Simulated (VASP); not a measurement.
Here is a VASP 6.6.1 calculation.

The input POSCAR:

```
NaCl
1.0
    0.0000000000      2.8038239228      2.8038239228
    2.8038239228      0.0000000000      2.8038239228
    2.8038239228      2.8038239228      0.0000000000
Na Cl
1 1
Direct
    0.0000000000      0.0000000000      0.0000000000
    0.5000000000      0.5000000000      0.5000000000
```

File INCAR.step1:

```
ALGO     = Normal         # electronic algorithm
EDIFF    = 1E-5           # SCF threshold, eV
ENCUT    = 550            # plane-wave cutoff, eV
GGA      = PE             # functional
GGA_COMPAT= False        
ISMEAR   = -1             # smearing method
LASPH    = True           # aspherical terms in the spheres
LCHARG   = False          # write CHGCAR
LREAL    = False          # projectors in reciprocal space
LWAVE    = True           # write WAVECAR
NBANDS   = 14             # bands
NELM     = 120            # most SCF steps
PREC     = Accurate       # precision mode
SIGMA    = 0.01           # smearing width, eV
```

The input INCAR.step2:

```
ALGO     = Normal         # electronic algorithm
EDIFF    = 1E-6           # SCF threshold, eV
ENCUT    = 550            # plane-wave cutoff, eV
GGA_COMPAT= False        
ISIF     = 2              # what is computed and relaxed
ISMEAR   = -1             # smearing method
ISTART   = 1            
LASPH    = True           # aspherical terms in the spheres
LCHARG   = False          # write CHGCAR
LMIXTAU  = True         
LREAL    = False          # projectors in reciprocal space
LWAVE    = False          # write WAVECAR
METAGGA  = R2SCAN         # meta-GGA
NBANDS   = 14             # bands
NELM     = 120            # most SCF steps
PREC     = Accurate       # precision mode
SIGMA    = 0.01           # smearing width, eV
```

Contents of KPOINTS:

```
k-points
0
Gamma
  7 7 7
```

Potentials or basis: VASP PAW PBE potentials, release 64 (Na_pv, Cl).

Launch:

```sh
$ cat potpaw_PBE.64/Na_pv/POTCAR potpaw_PBE.64/Cl/POTCAR > POTCAR
$ cp INCAR.step1 INCAR
$ mpirun -np 1 vasp_std > vasp.out
$ cp INCAR.step2 INCAR
$ mpirun -np 1 vasp_std > vasp.out
```

Estimate the band gap on the k mesh.

5.99 eV.

Predict the pressure.

-0.2 GPa.

Caveat: the PAW data sets were made with another functional, which shifts forces and pressure a little.
